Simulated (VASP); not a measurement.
Wanted: the native input for a VASP 6.6.1 run.

```
Task                   : relaxation of shape and atoms at fixed volume
Functional             : PBE
Potentials or basis    : VASP PAW PBE potentials, release 64 (Hf_pv, Sn_d, O)
Cutoff                 : 600 eV
k mesh                 : 6 × 6 × 8
Occupations            : gaussian, width 0.02 eV
Spin                   : no spin polarisation
Dipole correction      : no
Further INCAR settings : ALGO = Normal; EDIFF = 1e-07; IBRION = 2; EDIFFG = -0.01; NSW = 50; ISIF = 4
```

The structure of HfSnO4 lies in POSCAR:

```
HfSnO4
1.0
    3.5048548368     -3.5286303751      0.0000000000
    3.5048548368      3.5286303751      0.0000000000
    0.0000000000      0.0000000000      3.2775850869
Hf Sn O
1 1 4
Direct
    0.0000000000      0.0000000000      0.0000000000
    0.5000000000      0.5000000000      0.5000000000
    0.1933048100      0.1933048100      0.5000000000
    0.6939677870      0.3060322130      0.0000000000
    0.3060322130      0.6939677870      0.0000000000
    0.8066951900      0.8066951900      0.5000000000
```

One way to write it, as run:

INCAR

```
SYSTEM = HfSnO4
PREC = Accurate
ENCUT = 600
EDIFF = 1E-7
ISMEAR = 0
SIGMA = 0.02
LREAL = .FALSE.
LASPH = .TRUE.
NELM = 80
ALGO = Normal
ISIF = 4
LWAVE = .FALSE.
LCHARG = .FALSE.
GGA = PE
IBRION = 2
NSW = 50
EDIFFG = -0.01
```

KPOINTS

```
Automatic mesh
0
G
  6 6 8
  0 0 0
```

Potentials or basis: VASP PAW PBE potentials, release 64 (Hf_pv, Sn_d, O).

The run is started by

```bash
$ cat potpaw_PBE.64/Hf_pv/POTCAR potpaw_PBE.64/Sn_d/POTCAR potpaw_PBE.64/O/POTCAR > POTCAR
$ mpirun -np 1 vasp_std > vasp.out
```

Results of the run:

```
Energy gained by relaxing : 1.6 meV/atom
Ionic steps               : 5
Pressure after relaxing   : -10.2 GPa
Band gap on the k mesh    : 1.68 eV
```

Caveat: spin-orbit coupling is left out, which moves the levels of the heavy elements.

Wall time 8.9 min on 1 thread of Intel Xeon 8259CL, with other jobs on the host, peak memory 0.34 GiB.
